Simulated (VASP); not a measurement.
# ZnSiP2 (I-42d) in VASP: notebook

ZnSiP2 is run at these levels: LDA; tasks: single point, relaxation of cell and atoms.

Everything below comes from runs of VASP 6.6.1. Logs are shortened: lines on timing, memory, paths and dates and some standing lists are left out, and cuts for length are marked.

### 1 The cell of the first run

Symmetry: I-42d, No. 122, tetragonal system. Conventional cell: a = 5.306 Å, b = 5.306 Å, c = 10.383 Å, α = 90.00°, β = 90.00°, γ = 90.00°. Zn (site symmetry -4) has 4 P at 2.32 Å within 3.1 Å. Si (site symmetry -4) has 4 P at 2.24 Å within 3.0 Å. P (site symmetry 2) has 2 Si at 2.24 Å and 2 Zn at 2.32 Å within 3.0 Å.

### 2 Single point, LDA

The input, INCAR:

```
SYSTEM = ZnSiP2
PREC = Accurate
ENCUT = 520
EDIFF = 1E-6
ISMEAR = 0
SIGMA = 0.02
LREAL = .FALSE.
LASPH = .TRUE.
NELM = 100
ALGO = Normal
ISIF = 2
LWAVE = .FALSE.
LCHARG = .FALSE.
NBANDS = 36
```

The input, KPOINTS:

```
Automatic mesh
0
G
  8 8 8
  0 0 0
```

The input, POSCAR:

```
ZnSiP2
1.0
   -2.6530359936      2.6530359936      5.1913418586
    2.6530359936     -2.6530359936      5.1913418586
    2.6530359936      2.6530359936     -5.1913418586
Zn Si P
2 2 4
Direct
    0.0000000000      0.0000000000      0.0000000000
    0.7500000000      0.2500000000      0.5000000000
    0.5000000000      0.5000000000      0.0000000000
    0.2500000000      0.7500000000      0.5000000000
    0.3750000000      0.3878664047      0.5128664047
    0.8750000000      0.8621335953      0.4871335953
    0.6121335953      0.1250000000      0.9871335953
    0.1378664047      0.6250000000      0.0128664047
```

Potentials or basis: VASP PAW LDA potentials, release 64 (Zn, Si, P).

Command:

```bash
$ cat potpaw_LDA.64/Zn/POTCAR potpaw_LDA.64/Si/POTCAR potpaw_LDA.64/P/POTCAR > POTCAR
$ mpirun -np 1 vasp_std > vasp.out
```

OUTCAR:

```text
SYSTEM = ZnSiP2
   PREC = Accurate
   ENCUT = 520
   EDIFF = 1E-6
   ISMEAR = 0
   LREAL = .FALSE.
   LASPH = .TRUE.
   NELM = 100
   ISIF = 2

 ion  position               nearest neighbor table
   1  0.000  0.000  0.000-   6 2.32   7 2.32   8 2.32   5 2.32
   2  0.750  0.250  0.500-   7 2.32   5 2.32   6 2.32   8 2.32
   3  0.500  0.500  0.000-   6 2.24   7 2.24   8 2.24   5 2.24
   4  0.250  0.750  0.500-   5 2.24   6 2.24   7 2.24   8 2.24
   5  0.375  0.388  0.513-   4 2.24   3 2.24   2 2.32   1 2.32
   6  0.875  0.862  0.487-   3 2.24   4 2.24   1 2.32   2 2.32
   7  0.612  0.125  0.987-   3 2.24   4 2.24   2 2.32   1 2.32
   8  0.138  0.625  0.013-   3 2.24   4 2.24   1 2.32   2 2.32

  LATTYP: Found a body centered tetragonal cell.
 ALAT       =     5.3060719872
 C/A-ratio  =     1.9567551556

  Lattice vectors:

 A1 = (  -2.6530359936,   2.6530359936,   5.1913418586)
 A2 = (   2.6530359936,  -2.6530359936,   5.1913418586)
 A3 = (   2.6530359936,   2.6530359936,  -5.1913418586)

Analysis of symmetry for initial positions (statically):
=====================================================================
 Subroutine PRICEL returns:
 Original cell was already a primitive cell.

 Routine SETGRP: Setting up the symmetry group for a
 body centered tetragonal supercell.

 Subroutine GETGRP returns: Found  8 space group operations
 (whereof  4 operations were pure point group operations)
 out of a pool of 16 trial point group operations.

The static configuration has the point symmetry S_4 .
 The point group associated with its full space group is D_2d.

Analysis of symmetry for dynamics (positions and initial velocities):
=====================================================================
 Subroutine PRICEL returns:
 Original cell was already a primitive cell.

 Routine SETGRP: Setting up the symmetry group for a
 body centered tetragonal supercell.

 Subroutine GETGRP returns: Found  8 space group operations
 (whereof  4 operations were pure point group operations)
 out of a pool of 16 trial point group operations.

The dynamic configuration has the point symmetry S_4 .
 The point group associated with its full space group is D_2d.

 Subroutine INISYM returns: Found  8 space group operations
 (whereof  4 operations are pure point group operations),
 and found     1 'primitive' translations

----------------------------------------------------------------------------------------

                                     Primitive cell

  volume of cell :     146.1591

  direct lattice vectors                    reciprocal lattice vectors
    -2.653035994  2.653035994  5.191341859     0.000000000  0.188463331  0.096314212
     2.653035994 -2.653035994  5.191341859     0.188463331  0.000000000  0.096314212
     2.653035994  2.653035994 -5.191341859     0.188463331  0.188463331  0.000000000

  length of vectors
     6.405250211  6.405250211  6.405250211     0.211647949  0.211647949  0.266527398

  position of ions in fractional coordinates (direct lattice)
     0.000000000  0.000000000  0.000000000
     0.750000000  0.250000000  0.500000000
     0.500000000  0.500000000  0.000000000
     0.250000000  0.750000000  0.500000000
     0.375000000  0.387866405  0.512866405
     0.875000000  0.862133595  0.487133595
     0.612133595  0.125000000  0.987133595
     0.137866405  0.625000000  0.012866405

  ion indices of the primitive-cell ions
   primitive index   ion index
                 1           1
                 2           2
                 3           3
                 4           4
                 5           5
                 6           6
                 7           7
                 8           8

----------------------------------------------------------------------------------------

 KPOINTS: Automatic mesh

Automatic generation of k-mesh.
 Grid dimensions read from file:
 generate k-points for:    8    8    8

 Generating k-lattice:

  Cartesian coordinates                     Fractional coordinates (reciprocal lattice)
     0.000000000  0.023557916  0.012039276     0.125000000  0.000000000  0.000000000
     0.023557916  0.000000000  0.012039276     0.000000000  0.125000000  0.000000000
     0.023557916  0.023557916  0.000000000     0.000000000  0.000000000  0.125000000

  Length of vectors
     0.026455994  0.026455994  0.033315925

  Shift w.r.t. Gamma in fractional coordinates (k-lattice)
     0.000000000  0.000000000  0.000000000

 Subroutine IBZKPT returns following result:
 ===========================================

 Found     59 irreducible k-points:

 Following reciprocal coordinates:
            Coordinates               Weight
  0.000000  0.000000  0.000000      1.000000
  0.125000 -0.000000  0.000000      8.000000
  0.250000 -0.000000  0.000000      8.000000
  0.375000  0.000000  0.000000      8.000000
  0.500000 -0.000000  0.000000      4.000000
  0.125000  0.125000  0.000000      8.000000
[... 16 lines left out ...]
  0.250000  0.125000  0.125000     16.000000
  0.375000  0.125000  0.125000      8.000000
 [... further k-points ...]
   k-points           NKPTS =     59   k-points in BZ     NKDIM =     59   number of bands    NBANDS=     36
   number of dos      NEDOS =    301   number of ions     NIONS =      8
   total plane-waves  NPLWV = 110592
   dimension x,y,z NGX =    48 NGY =   48 NGZ =   48
   dimension x,y,z NGXF=    96 NGYF=   96 NGZF=   96
   ions per type =               2   2   4
   NGX,Y,Z   is equivalent  to a cutoff of  12.46, 12.46, 12.46 a.u.
   NGXF,Y,Z  is equivalent  to a cutoff of  24.92, 24.92, 24.92 a.u.
 SYSTEM =  ZnSiP2
   PREC   = accura    normal or accurate (medium, high low for compatibility)
   ISTART =      0    job   : 0-new  1-cont  2-samecut
   ICHARG =      2    charge: 1-file 2-atom 10-const
   ISPIN  =      1    spin polarized calculation?
   LNONCOLLINEAR =      F non collinear calculations
   LSORBIT =      F    spin-orbit coupling
   LASPH  =      T    aspherical Exc in radial PAW
   ENCUT  =  520.0 eV  38.22 Ry    6.18 a.u.  11.91 11.91 11.91*2*pi/ulx,y,z
   NELM   =    100;   NELMIN=  2; NELMDL= -5     # of ELM steps
   EDIFF  = 0.1E-05   stopping-criterion for ELM
   LREAL  =      F    real-space projection
[... 7 lines left out ...]
   TEBEG  =    0.0;   TEEND  =   0.0 temperature during run
   PSTRESS=    0.0 pullay stress
   NELECT =      52.0000    total number of electrons
   NUPDOWN=      -1.0000    fix difference up-down
   EMIN   =  10.00;   EMAX   =-10.00  energy-range for DOS
   EFERMI =   0.00;   METHOD = LEGACY
   ISMEAR =     0;   SIGMA  =   0.02  broadening in eV -4-tet -1-fermi 0-gaus
   EFERMI_NEDOS =   21; number of points for ismear=-14 and -15
   IALGO  =     38    algorithm
   IMIX   =      4    mixing-type and parameters
     AMIX     =   0.40;   BMIX     =  1.00
     AMIX_MAG =   1.60;   BMIX_MAG =  1.00
  volume/ion in A,a.u.               =      18.27       123.29
  Fermi-wavevector in a.u.,A,eV,Ry     =   1.160025  2.192129 18.308785  1.345658
  Thomas-Fermi vector in A             =   2.296612
   LORBIT       =      0    0 simple, 1 ext, 2 COOP (PROOUT), +10 PAW based schemes
   GGA     = CA    functional components
   LHFCALC =     F    Hartree Fock is set to
   AEXX    =    0.0000 exact exchange contribution
   IVDW    =     0    specifies the selected vdW correction
   LEPSILON=     F    determine dielectric tensor
   LRPA    =     F    only Hartree local field effects (RPA)
 non-spin polarized calculation
 Gauss-broadening in eV      SIGMA  =   0.02
  energy-cutoff  :      520.00
  volume of cell :      146.16
 maximum number of plane-waves:      3961
   NGX = 23   NGY = 23   NGZ = 23

 number of electron      52.0000014 magnetization

 Free energy of the ion-electron system (eV)
  ---------------------------------------------------
  ext. energy  EPLUGINS =         0.00000000
  ---------------------------------------------------
  free energy    TOTEN  =       -42.38938804 eV

  energy without entropy =      -42.38938804  energy(sigma->0) =      -42.38938804

 E-fermi :   5.0322     XC(G=0): -10.2185

 val. band max:        4.8982045658   @ k =   0.0000   0.0000   0.0000
 cond. band min:       6.0143937091   @ k =   0.0000   0.0000   0.0000
 fundamental gap:      1.1161891433
 Fermi energy:         5.0321665679

 k-point     1 :       0.0000    0.0000    0.0000
  band No.  band energies     occupation
      1      -8.3636      2.00000
      2      -5.3283      2.00000
      3      -5.3186      2.00000
      4      -5.3186      2.00000
      5      -3.7939      2.00000
      6      -2.2411      2.00000
[... 28 lines left out ...]
     35      10.1957      0.00000
     36      10.5308      0.00000

 k-point     2 :       0.1250   -0.0000    0.0000
  band No.  band energies     occupation
      1      -8.2884      2.00000
      2      -5.5068      2.00000
      3      -5.3861      2.00000
      4      -5.3534      2.00000
      5      -3.6299      2.00000
      6      -2.2576      2.00000
[... 28 lines left out ...]
     35      10.0194      0.00000
     36      10.5818      0.00000

 k-point     3 :       0.2500   -0.0000    0.0000
  band No.  band energies     occupation
      1      -8.0708      2.00000
      2      -5.9334      2.00000
      3      -5.5206      2.00000
      4      -5.4379      2.00000
      5      -3.3150      2.00000
      6      -2.4059      2.00000
[... 28 lines left out ...]
     35       9.9757      0.00000
     36      10.7195      0.00000
[... 742 lines left out ...]
 k-point    23 :       0.2500    0.1250    0.1250
  band No.  band energies     occupation
      1      -7.5507      2.00000
      2      -6.4238      2.00000
      3      -5.8439      2.00000
      4      -5.5806      2.00000
      5      -2.9273      2.00000
      6      -2.5277      2.00000
[... 28 lines left out ...]
     35      10.4180      0.00000
     36      10.6989      0.00000

 k-point    24 :       0.3750    0.1250    0.1250
  band No.  band energies     occupation
      1      -7.3336      2.00000
      2      -6.6677      2.00000
      3      -5.8725      2.00000
      4      -5.6276      2.00000
      5      -2.8397      2.00000
      6      -2.5633      2.00000
[... 28 lines left out ...]
     35      10.0584      0.00000
     36      10.5528      0.00000

 [... further k-points ...]
[... 5 lines left out ...]
  --------------------------------------------------------------------------------------
  -------------------------------------------------------------------------------------
  Total        0.1169580      0.1169580      0.1001471      0.0000000     -0.0000000      0.0000000
  in kB        1.2820784      1.2820784      1.0977993      0.0000000     -0.0000000      0.0000000
  external PRESSURE =       1.2206521 kB  Pullay stress =       0.0000000 kB

 VOLUME and BASIS-vectors are now :
 -----------------------------------------------------------------------------
  energy-cutoff  :      520.00
  volume of cell :      146.16
      direct lattice vectors                 reciprocal lattice vectors
    -2.653035994  2.653035994  5.191341859     0.000000000  0.188463331  0.096314212
     2.653035994 -2.653035994  5.191341859     0.188463331  0.000000000  0.096314212
     2.653035994  2.653035994 -5.191341859     0.188463331  0.188463331  0.000000000

 POSITION                                       TOTAL-FORCE (eV/Angst)
 -----------------------------------------------------------------------------------
      0.00000      0.00000      0.00000         0.000000     -0.000000     -0.000000
     -0.00000      2.65304      2.59567         0.000000     -0.000000     -0.000000
      0.00000      0.00000      5.19134         0.000000     -0.000000      0.000000
      2.65304     -0.00000      2.59567         0.000000     -0.000000      0.000000
      1.39479      1.32652      1.29784         0.032644     -0.000000     -0.000000
      1.25825      1.32652      6.48918        -0.032644     -0.000000      0.000000
      1.32652      3.91128     -1.29784         0.000000     -0.032644      0.000000
      1.32652     -1.25825      3.89351         0.000000      0.032644     -0.000000
 -----------------------------------------------------------------------------------
    total drift:                               -0.000004     -0.000004     -0.000004

  FREE ENERGIE OF THE ION-ELECTRON SYSTEM (eV)
  ---------------------------------------------------
  free  energy   TOTEN  =       -42.3893880427 eV

  energy  without entropy=      -42.3893880427  energy(sigma->0) =      -42.38938804
```

Run time: 4.1 min. Hardware: 1 thread of Intel Xeon Platinum 8488C (Sapphire Rapids), shared host; peak memory 0.43 GiB.

Results:

```
Free energy            : -42.3894 eV
Pressure               : 0.1 GPa
Largest force          : 0.033 eV/Å
Band gap on the k mesh : 1.12 eV, direct
```

Forces in eV/Å, atoms in the order of the input:
```
Zn   0.000  0.000  0.000
Zn   0.000  0.000  0.000
Si   0.000  0.000  0.000
Si   0.000  0.000  0.000
P    0.033  0.000  0.000
P   -0.033  0.000  0.000
P    0.000 -0.033  0.000
P    0.000  0.033  0.000
```

Levels at points of the mesh, in eV from the valence-band top:
| k point | band 24 | band 25 | band 26 | band 27 | band 28 | band 29 |
| --- | --- | --- | --- | --- | --- | --- |
| (0.00, 0.00, 0.00) | -0.11 | -0.11 | 0.00 | 1.12 | 1.74 | 2.73 |
| (0.50, 0.00, 0.00) | -1.88 | -1.59 | -0.88 | 2.69 | 2.79 | 2.97 |
| (0.50, 0.50, 0.00) | -1.10 | -0.60 | -0.60 | 1.95 | 1.95 | 3.09 |
| (0.50, 0.50, 0.50) | -1.95 | -1.24 | -1.24 | 1.30 | 1.30 | 1.53 |

### 3 Relaxation of cell and atoms, LDA

This run uses another cell than the first one, of 19.33 Å³/atom, 1.058 times its volume.

The input, INCAR:

```
SYSTEM = ZnSiP2
PREC = Accurate
ENCUT = 500
EDIFF = 1E-7
ISMEAR = 0
SIGMA = 0.02
LREAL = .FALSE.
LASPH = .TRUE.
NELM = 120
ALGO = Normal
ISIF = 3
LWAVE = .FALSE.
LCHARG = .FALSE.
GGA = CA
IBRION = 2
NSW = 70
EDIFFG = -0.005
GGA_COMPAT = .FALSE.
NELMIN = 4
```

The input, KPOINTS:

```
regular mesh
0
G
  8 8 8
  0 0 0
```

The input, POSCAR:

```
ZnSiP2
1.0
   -2.7089149817      2.7089149817      5.2688230777
    2.7089149817     -2.7089149817      5.2688230777
    2.7089149817      2.7089149817     -5.2688230777
Zn Si P
2 2 4
Direct
    0.0000000000      0.0000000000      0.0000000000
    0.7500000000      0.2500000000      0.5000000000
    0.5000000000      0.5000000000      0.0000000000
    0.2500000000      0.7500000000      0.5000000000
    0.3750000000      0.3922484112      0.5172484112
    0.8750000000      0.8577515888      0.4827515888
    0.6077515888      0.1250000000      0.9827515888
    0.1422484112      0.6250000000      0.0172484112
```

Potentials or basis: VASP PAW LDA potentials, release 64 (Zn, Si, P).

Command:

```bash
$ cat potpaw_LDA.64/Zn/POTCAR potpaw_LDA.64/Si/POTCAR potpaw_LDA.64/P/POTCAR > POTCAR
$ mpirun -np 1 vasp_std > vasp.out
```

Run time: 33 min. Hardware: 1 thread of Intel Xeon Platinum 8488C (Sapphire Rapids), shared host; peak memory 0.43 GiB.

Results (log left out):

| Property | Result |
| --- | --- |
| Free energy | -42.3906 eV |
| Relaxed volume | 18.30 Å³/atom |
| Relaxed cell | a = 6.407 Å, b = 6.407 Å, c = 6.407 Å, α = 131.04°, β = 131.04°, γ = 71.75° |
| Space group after relaxing (to 0.05 Å) | I-42d (No. 122) |
| Energy gained by relaxing | 16.8 meV/atom |
| Ionic steps | 7 |
| Pressure after relaxing | 0.0 GPa |
| Band gap on the k mesh | 1.12 eV, direct |

Step by step:
```
step  energy change (eV)  largest force (eV/Å)  pressure (GPa)  volume (Å³)
   1              0.0000                0.1326           -4.70       154.66
   2             -0.0895                0.2482            3.08       142.31
   3             -0.1273                0.2065            0.05       146.47
   4             -0.1330                0.0872            0.03       146.38
   5             -0.1342                0.0036            0.01       146.31
   6             -0.1343                0.0021            0.00       146.35
   7             -0.1344                0.0007           -0.02       146.38
```

Final structure:
```
Zn Si P
1.0
    -2.65501    2.65501    5.19137
     2.65501   -2.65501    5.19137
     2.65501    2.65501   -5.19137
Zn Si P
2 2 4
Direct
  0.00000 0.00000 0.00000
  0.75000 0.25000 0.50000
  0.50000 0.50000 0.00000
  0.25000 0.75000 0.50000
  0.37500 0.38838 0.51338
  0.87500 0.86162 0.48662
  0.61162 0.12500 0.98662
  0.13838 0.62500 0.01338
```

Levels at points of the mesh, in eV from the valence-band top:
| k point | band 22 | band 23 | band 24 | band 25 | band 26 | band 27 | band 28 | band 29 | band 30 | band 31 |
| --- | --- | --- | --- | --- | --- | --- | --- | --- | --- | --- |
| (0.00, 0.00, 0.00) | -2.51 | -2.51 | -0.11 | -0.11 | 0.00 | 1.12 | 1.74 | 2.72 | 3.25 | 3.25 |
| (0.50, 0.00, 0.00) | -2.81 | -2.31 | -1.87 | -1.58 | -0.87 | 2.69 | 2.79 | 2.97 | 4.12 | 4.24 |
| (0.50, 0.50, 0.00) | -1.89 | -1.09 | -1.09 | -0.60 | -0.60 | 1.95 | 1.95 | 3.09 | 3.09 | 3.85 |
| (0.50, 0.50, 0.50) | -2.28 | -1.95 | -1.95 | -1.23 | -1.23 | 1.31 | 1.31 | 1.54 | 1.54 | 2.39 |
